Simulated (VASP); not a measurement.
# CsGe2 (Pn-3m) in VASP: a series of runs

CsGe2 is run at these levels: PBE; tasks: single point, relaxation of cell and atoms.

Program: VASP 6.6.1. These are calculated values, not measurements. Logs are shortened: lines on timing, memory, paths and dates and some standing lists are left out, and cuts for length are marked.

## 1. The cell of the first run

Symmetry: Pn-3m, No. 224, cubic system. Conventional cell: a = 5.676 Å, b = 5.676 Å, c = 5.676 Å, α = 90.00°, β = 90.00°, γ = 90.00°. Cs (site symmetry -43m) has 4 Ge at 2.46 Å within 3.2 Å. Ge (site symmetry -3m) has 2 Cs at 2.46 Å within 3.2 Å.

## 2. Single point, PBE

INCAR reads:

```
SYSTEM = CsGe2
PREC = Accurate ; ENCUT = 520
EDIFF = 1E-6 ; ISMEAR = 0
SIGMA = 0.1 ; LREAL = .FALSE.
LASPH = .TRUE. ; NELM = 80
ALGO = Normal ; ISIF = 2
LWAVE = .FALSE. ; LCHARG = .FALSE.
GGA = PE ; NBANDS = 46
```

KPOINTS reads:

```
regular mesh
0
G
  4 4 4
  0 0 0
```

POSCAR reads:

```
CsGe2
1.0
    5.6760267984      0.0000000000      0.0000000000
    0.0000000000      5.6760267984      0.0000000000
    0.0000000000      0.0000000000      5.6760267984
Cs Ge
2 4
Direct
    0.0000000000      0.0000000000      0.0000000000
    0.5000000000      0.5000000000      0.5000000000
    0.2500000000      0.2500000000      0.2500000000
    0.2500000000      0.7500000000      0.7500000000
    0.7500000000      0.7500000000      0.2500000000
    0.7500000000      0.2500000000      0.7500000000
```

Potentials or basis: VASP PAW PBE potentials, release 64 (Cs_sv, Ge_d).

Run with:

```console
$ cat potpaw_PBE.64/Cs_sv/POTCAR potpaw_PBE.64/Ge_d/POTCAR > POTCAR
$ mpirun -np 1 vasp_std > vasp.out
```

OUTCAR:

```text
SYSTEM = CsGe2
   PREC = Accurate
   ENCUT = 520
   EDIFF = 1E-6
   ISMEAR = 0
   LREAL = .FALSE.
   LASPH = .TRUE.
   NELM = 80
   ISIF = 2
   GGA = PE

 ion  position               nearest neighbor table
   1  0.000  0.000  0.000-   3 2.46   4 2.46   5 2.46   6 2.46
   2  0.500  0.500  0.500-   3 2.46   4 2.46   5 2.46   6 2.46
   3  0.250  0.250  0.250-   1 2.46   2 2.46
   4  0.250  0.750  0.750-   1 2.46   2 2.46
   5  0.750  0.750  0.250-   1 2.46   2 2.46
   6  0.750  0.250  0.750-   1 2.46   2 2.46

  LATTYP: Found a simple cubic cell.
 ALAT       =     5.6760267984

  Lattice vectors:

 A1 = (   5.6760267984,   0.0000000000,   0.0000000000)
 A2 = (   0.0000000000,   5.6760267984,   0.0000000000)
 A3 = (   0.0000000000,   0.0000000000,   5.6760267984)

Analysis of symmetry for initial positions (statically):
=====================================================================
 Subroutine PRICEL returns:
 Original cell was already a primitive cell.

 Routine SETGRP: Setting up the symmetry group for a
 simple cubic supercell.

 Subroutine GETGRP returns: Found 48 space group operations
 (whereof 24 operations were pure point group operations)
 out of a pool of 48 trial point group operations.

The static configuration has the point symmetry T_d .
 The point group associated with its full space group is O_h .

Analysis of symmetry for dynamics (positions and initial velocities):
=====================================================================
 Subroutine PRICEL returns:
 Original cell was already a primitive cell.

 Routine SETGRP: Setting up the symmetry group for a
 simple cubic supercell.

 Subroutine GETGRP returns: Found 48 space group operations
 (whereof 24 operations were pure point group operations)
 out of a pool of 48 trial point group operations.

The dynamic configuration has the point symmetry T_d .
 The point group associated with its full space group is O_h .

 Subroutine INISYM returns: Found 48 space group operations
 (whereof 24 operations are pure point group operations),
 and found     1 'primitive' translations

----------------------------------------------------------------------------------------

                                     Primitive cell

  volume of cell :     182.8661

  direct lattice vectors                    reciprocal lattice vectors
     5.676026798  0.000000000  0.000000000     0.176179577  0.000000000  0.000000000
     0.000000000  5.676026798  0.000000000     0.000000000  0.176179577  0.000000000
     0.000000000  0.000000000  5.676026798     0.000000000  0.000000000  0.176179577

  length of vectors
     5.676026798  5.676026798  5.676026798     0.176179577  0.176179577  0.176179577

  position of ions in fractional coordinates (direct lattice)
     0.000000000  0.000000000  0.000000000
     0.500000000  0.500000000  0.500000000
     0.250000000  0.250000000  0.250000000
     0.250000000  0.750000000  0.750000000
     0.750000000  0.750000000  0.250000000
     0.750000000  0.250000000  0.750000000

  ion indices of the primitive-cell ions
   primitive index   ion index
                 1           1
                 2           2
                 3           3
                 4           4
                 5           5
                 6           6

----------------------------------------------------------------------------------------

 KPOINTS: regular mesh

Automatic generation of k-mesh.
 Grid dimensions read from file:
 generate k-points for:    4    4    4

 Generating k-lattice:

  Cartesian coordinates                     Fractional coordinates (reciprocal lattice)
     0.044044894  0.000000000  0.000000000     0.250000000  0.000000000  0.000000000
     0.000000000  0.044044894  0.000000000     0.000000000  0.250000000  0.000000000
     0.000000000  0.000000000  0.044044894     0.000000000  0.000000000  0.250000000

  Length of vectors
     0.044044894  0.044044894  0.044044894

  Shift w.r.t. Gamma in fractional coordinates (k-lattice)
     0.000000000  0.000000000  0.000000000

 Subroutine IBZKPT returns following result:
 ===========================================

 Found     10 irreducible k-points:

 Following reciprocal coordinates:
            Coordinates               Weight
  0.000000  0.000000  0.000000      1.000000
  0.250000  0.000000  0.000000      6.000000
  0.500000  0.000000  0.000000      3.000000
  0.250000  0.250000  0.000000     12.000000
  0.500000  0.250000  0.000000     12.000000
  0.500000  0.500000  0.000000      3.000000
  0.250000  0.250000  0.250000      8.000000
  0.500000  0.250000  0.250000     12.000000
  0.500000  0.500000  0.250000      6.000000
  0.500000  0.500000  0.500000      1.000000
   k-points           NKPTS =     10   k-points in BZ     NKDIM =     10   number of bands    NBANDS=     46
   number of dos      NEDOS =    301   number of ions     NIONS =      6
   total plane-waves  NPLWV =  74088
   dimension x,y,z NGX =    42 NGY =   42 NGZ =   42
   dimension x,y,z NGXF=    84 NGYF=   84 NGZF=   84
   ions per type =               2   4
   NGX,Y,Z   is equivalent  to a cutoff of  12.30, 12.30, 12.30 a.u.
   NGXF,Y,Z  is equivalent  to a cutoff of  24.60, 24.60, 24.60 a.u.
 SYSTEM =  CsGe2
   PREC   = accura    normal or accurate (medium, high low for compatibility)
   ISTART =      0    job   : 0-new  1-cont  2-samecut
   ICHARG =      2    charge: 1-file 2-atom 10-const
   ISPIN  =      1    spin polarized calculation?
   LNONCOLLINEAR =      F non collinear calculations
   LSORBIT =      F    spin-orbit coupling
   LASPH  =      T    aspherical Exc in radial PAW
   ENCUT  =  520.0 eV  38.22 Ry    6.18 a.u.  10.55 10.55 10.55*2*pi/ulx,y,z
   NELM   =     80;   NELMIN=  2; NELMDL= -5     # of ELM steps
   EDIFF  = 0.1E-05   stopping-criterion for ELM
   LREAL  =      F    real-space projection
   EDIFFG = 0.1E-04   stopping-criterion for IOM
   NSW    =      0    number of steps for IOM
   IBRION =     -1    ionic relax: 0-MD 1-quasi-New 2-CG
   NFREE  =      0    steps in history (QN), initial steepest desc. (CG)
   ISIF   =      2    stress and relaxation
   ISYM   =      2    0-nonsym 1-usesym 2-fastsym
   POTIM  = 0.5000    time-step for ionic-motion
   TEBEG  =    0.0;   TEEND  =   0.0 temperature during run
   PSTRESS=    0.0 pullay stress
   NELECT =      74.0000    total number of electrons
   NUPDOWN=      -1.0000    fix difference up-down
   EMIN   =  10.00;   EMAX   =-10.00  energy-range for DOS
   EFERMI =   0.00;   METHOD = LEGACY
   ISMEAR =     0;   SIGMA  =   0.10  broadening in eV -4-tet -1-fermi 0-gaus
   EFERMI_NEDOS =   21; number of points for ismear=-14 and -15
   IALGO  =     38    algorithm
   IMIX   =      4    mixing-type and parameters
     AMIX     =   0.40;   BMIX     =  1.00
     AMIX_MAG =   1.60;   BMIX_MAG =  1.00
  volume/ion in A,a.u.               =      30.48       205.67
  Fermi-wavevector in a.u.,A,eV,Ry     =   1.210898  2.288266 19.949875  1.466274
  Thomas-Fermi vector in A             =   2.346431
   LORBIT       =      0    0 simple, 1 ext, 2 COOP (PROOUT), +10 PAW based schemes
   GGA     = PE    functional components
   LHFCALC =     F    Hartree Fock is set to
   AEXX    =    0.0000 exact exchange contribution
   IVDW    =     0    specifies the selected vdW correction
   LEPSILON=     F    determine dielectric tensor
   LRPA    =     F    only Hartree local field effects (RPA)
 non-spin polarized calculation
 Gauss-broadening in eV      SIGMA  =   0.10
  energy-cutoff  :      520.00
  volume of cell :      182.87
 maximum number of plane-waves:      4956
   NGX = 21   NGY = 21   NGZ = 21

 number of electron      73.9999864 magnetization

 Free energy of the ion-electron system (eV)
  ---------------------------------------------------
  ext. energy  EPLUGINS =         0.00000000
  ---------------------------------------------------
  free energy    TOTEN  =        -1.70762756 eV

  energy without entropy =       -1.66693845  energy(sigma->0) =       -1.68728300

 E-fermi :   3.4551     XC(G=0):  -9.1698

 val. band max:        3.4373737014   @ k =   0.2500   0.2500   0.0000
 cond. band min:       3.4638894052   @ k =   0.0000   0.0000   0.0000
 fundamental gap:      0.0265157039
 Fermi energy:         3.4550855574

 k-point     1 :       0.0000    0.0000    0.0000
  band No.  band energies     occupation
      1     -22.3285      2.00000
      2     -21.9670      2.00000
      3     -21.9670      2.00000
      4     -21.9670      2.00000
      5     -21.7997      2.00000
      6     -21.7997      2.00000
[... 38 lines left out ...]
     45       6.0529      0.00000
     46       6.0529      0.00000

 k-point     2 :       0.2500    0.0000    0.0000
  band No.  band energies     occupation
      1     -22.2834      2.00000
      2     -22.0302      2.00000
      3     -21.9667      2.00000
      4     -21.9667      2.00000
      5     -21.7997      2.00000
      6     -21.7990      2.00000
[... 38 lines left out ...]
     45       6.9066      0.00000
     46       7.3886      0.00000

 k-point     3 :       0.5000    0.0000    0.0000
  band No.  band energies     occupation
      1     -22.1656      2.00000
      2     -22.1656      2.00000
      3     -21.9665      2.00000
      4     -21.9665      2.00000
      5     -21.7991      2.00000
      6     -21.7991      2.00000
[... 38 lines left out ...]
     45       7.8395      0.00000
     46       7.8395      0.00000

 k-point     4 :       0.2500    0.2500    0.0000
  band No.  band energies     occupation
      1     -22.2503      2.00000
      2     -22.0719      2.00000
      3     -21.9670      2.00000
      4     -21.9667      2.00000
      5     -21.7999      2.00000
      6     -21.7991      2.00000
[... 38 lines left out ...]
     45       6.9836      0.00000
     46       7.2279      0.00000

 k-point     5 :       0.5000    0.2500    0.0000
  band No.  band energies     occupation
      1     -22.1655      2.00000
      2     -22.1655      2.00000
      3     -21.9668      2.00000
      4     -21.9668      2.00000
      5     -21.7994      2.00000
      6     -21.7994      2.00000
[... 38 lines left out ...]
     45       8.0850      0.00000
     46       8.0850      0.00000

 k-point     6 :       0.5000    0.5000    0.0000
  band No.  band energies     occupation
      1     -22.1654      2.00000
      2     -22.1654      2.00000
      3     -21.9670      2.00000
      4     -21.9670      2.00000
      5     -21.7990      2.00000
      6     -21.7990      2.00000
[... 38 lines left out ...]
     45       7.6239      0.00000
     46       7.6239      0.00000

 k-point     7 :       0.2500    0.2500    0.2500
  band No.  band energies     occupation
      1     -22.2500      2.00000
      2     -22.0720      2.00000
      3     -21.9670      2.00000
      4     -21.9670      2.00000
      5     -21.7999      2.00000
      6     -21.7988      2.00000
[... 38 lines left out ...]
     45       6.8957      0.00000
     46       6.8957      0.00000

 k-point     8 :       0.5000    0.2500    0.2500
  band No.  band energies     occupation
      1     -22.2497      2.00000
      2     -22.0724      2.00000
      3     -21.9670      2.00000
      4     -21.9670      2.00000
      5     -21.7996      2.00000
      6     -21.7989      2.00000
[... 38 lines left out ...]
     45       7.0589      0.00000
     46       7.9266      0.00000

 k-point     9 :       0.5000    0.5000    0.2500
  band No.  band energies     occupation
      1     -22.2825      2.00000
      2     -22.0305      2.00000
      3     -21.9673      2.00000
      4     -21.9673      2.00000
      5     -21.7992      2.00000
      6     -21.7987      2.00000
[... 38 lines left out ...]
     45       7.3293      0.00000
     46       7.6053      0.00000

 k-point    10 :       0.5000    0.5000    0.5000
  band No.  band energies     occupation
      1     -22.3271      2.00000
      2     -21.9675      2.00000
      3     -21.9675      2.00000
      4     -21.9675      2.00000
      5     -21.7990      2.00000
      6     -21.7990      2.00000
[... 38 lines left out ...]
     45       6.6933      0.00000
     46       6.6933      0.00000

------------------------ aborting loop because EDIFF is reached ----------------------------------------

  FORCE on cell =-STRESS in cart. coord.  units (eV):
  Direction    XX          YY          ZZ          XY          YZ          ZX
  --------------------------------------------------------------------------------------
  -------------------------------------------------------------------------------------
  Total       23.2917542     23.2917542     23.2917542      0.0000000     -0.0000000     -0.0000000
  in kB      204.0701427    204.0701427    204.0701427      0.0000000     -0.0000000     -0.0000000
  external PRESSURE =     204.0701427 kB  Pullay stress =       0.0000000 kB

 VOLUME and BASIS-vectors are now :
 -----------------------------------------------------------------------------
  energy-cutoff  :      520.00
  volume of cell :      182.87
      direct lattice vectors                 reciprocal lattice vectors
     5.676026798  0.000000000  0.000000000     0.176179577  0.000000000  0.000000000
     0.000000000  5.676026798  0.000000000     0.000000000  0.176179577  0.000000000
     0.000000000  0.000000000  5.676026798     0.000000000  0.000000000  0.176179577

 POSITION                                       TOTAL-FORCE (eV/Angst)
 -----------------------------------------------------------------------------------
      0.00000      0.00000      0.00000         0.000000     -0.000000     -0.000000
      2.83801      2.83801      2.83801         0.000000     -0.000000     -0.000000
      1.41901      1.41901      1.41901        -0.000000      0.000000     -0.000000
      1.41901      4.25702      4.25702        -0.000000     -0.000000      0.000000
      4.25702      4.25702      1.41901         0.000000      0.000000     -0.000000
      4.25702      1.41901      4.25702         0.000000      0.000000      0.000000
 -----------------------------------------------------------------------------------
    total drift:                                0.000000      0.000000     -0.000000

  FREE ENERGIE OF THE ION-ELECTRON SYSTEM (eV)
  ---------------------------------------------------
  free  energy   TOTEN  =        -1.7076275565 eV

  energy  without entropy=       -1.6669384502  energy(sigma->0) =       -1.68728300
```

Wall time 53 s (1 thread of AMD EPYC 9R45 (Zen 5), shared host); peak memory 0.25 GiB.

Results:

* Free energy: -1.7076 eV
* Pressure: 20.4 GPa
* Band gap on the k mesh: zero (bands 37 and 38 overlap by 0.82 eV)

Caveat: the cell stands under pressure; spin-orbit coupling is left out, which moves the levels of the heavy elements.

(Continued in part 2 of 2.)

The gap in the log of VASP goes by the Fermi energy; the results here count the filled bands.